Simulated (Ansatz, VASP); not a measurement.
# Two plane-wave programs on Rh

```
Rh
1.0
     0.00000    1.91522    1.91522
     1.91522    0.00000    1.91522
     1.91522    1.91522    0.00000
Rh
1
Direct
  0.00000 0.00000 0.00000
```

Alike in both runs: task single point; functional PBE; k mesh 23 × 23 × 23; occupations fermi-dirac, width 0.05 eV; collinear spin.

|  | VASP | Ansatz |
| --- | --- | --- |
| version | VASP 6.6.1 | Ansatz 0.2.0 |
| potentials or method | VASP PAW PBE potentials, release 64 (Rh_pv), cutoff 520 eV | plane waves (420 eV) with PAW, scalar-relativistic |
| valence electrons in the cell | 15 | 17 |

|  | VASP | Ansatz | Ansatz less VASP |
| --- | --- | --- | --- |
| pressure (GPa) | 0.0 | 0.0 | -0.04 |
| net moment per atom (μB) | 0.00 | 0.00 | 0.000 |

With one functional, cell and mesh, what is left measures potentials, basis and numerics. VASP's potentials hold 15 valence electrons a cell and Ansatz's 17, so a difference there can come from the potentials and not from the codes. Ansatz's warnings: seeded moment not kept.
